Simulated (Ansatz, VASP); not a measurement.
# W in VASP and in Ansatz

```
W
1.0
     0.00000    2.07341    2.07341
     2.07341    0.00000    2.07341
     2.07341    2.07341    0.00000
W
1
Cartesian
  0.0000 0.0000 0.0000
```

Alike in both runs: task single point; functional r2SCAN; k mesh 18 × 18 × 18; occupations gaussian, width 0.1 eV; no spin polarisation.

|  | VASP | Ansatz |
| --- | --- | --- |
| version | VASP 6.6.1 | Ansatz 0.2.0 |
| potentials or method | VASP PAW PBE potentials, release 64 (W_sv), cutoff 520 eV | scalar-relativistic, plane waves, PAW |
| valence electrons in the cell | 14 | 14 |

|  | VASP | Ansatz | Ansatz less VASP |
| --- | --- | --- | --- |
| gap on the k mesh at the Fermi level (eV) | none | none | - |
| pressure (GPa) | -23.0 | -23.7 | -0.70 |

VASP's potentials were made for PBE, not for r2SCAN. A gap of «none» marks a metal or a gap that the smearing closes. With one functional, cell and mesh, what is left measures potentials, basis and numerics.

Spin-orbit coupling is off throughout.
